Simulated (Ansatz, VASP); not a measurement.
# One calculation of Bi2Se3, two programs

```
Bi Se
1.0
     2.06517    1.19233   10.01690
    -2.06517    1.19233   10.01690
     0.00000   -2.38465   10.01690
Bi Se
2 3
Direct
  0.40026 0.40026 0.40026
  0.59974 0.59974 0.59974
  0.00000 0.00000 0.00000
  0.21164 0.21164 0.21164
  0.78836 0.78836 0.78836
```

Change from the starting cell: strain +0.000 along x and y, +0.050 along z, atoms carried along.

Alike in both runs: task single point; functional PBEsol; k mesh 12 × 12 × 12; occupations gaussian, width 0.03 eV; no spin polarisation.

|  | VASP | Ansatz |
| --- | --- | --- |
| version | VASP 6.6.1 | Ansatz 0.2.0 |
| potentials or method | VASP PAW PBE potentials, release 64 (Bi_d, Se), cutoff 500 eV | scalar-relativistic, plane waves, PAW |
| valence electrons in the cell | 48 | 78 |

|  | VASP | Ansatz | Ansatz less VASP |
| --- | --- | --- | --- |
| gap on the k mesh at the Fermi level (eV) | 0.32 | 0.32 | +0.002 |
| least direct gap on the mesh (eV) | 0.32 | 0.32 | +0.002 |
| pressure (GPa) | -2.8 | -2.8 | -0.03 |
| traceless stress, the component that is largest in VASP (GPa) | -1.39 | -1.39 | -0.006 |
| rms of the force components (eV/Å) | 0.182 | 0.188 | +0.0061 |

VASP's potentials were made for PBE, not for PBEsol. Atom by atom the forces differ by 0.007 eV/Å (rms over components). VASP's potentials hold 48 valence electrons a cell and Ansatz's 78, so a difference there can come from the potentials and not from the codes.

Spin-orbit coupling is off throughout.
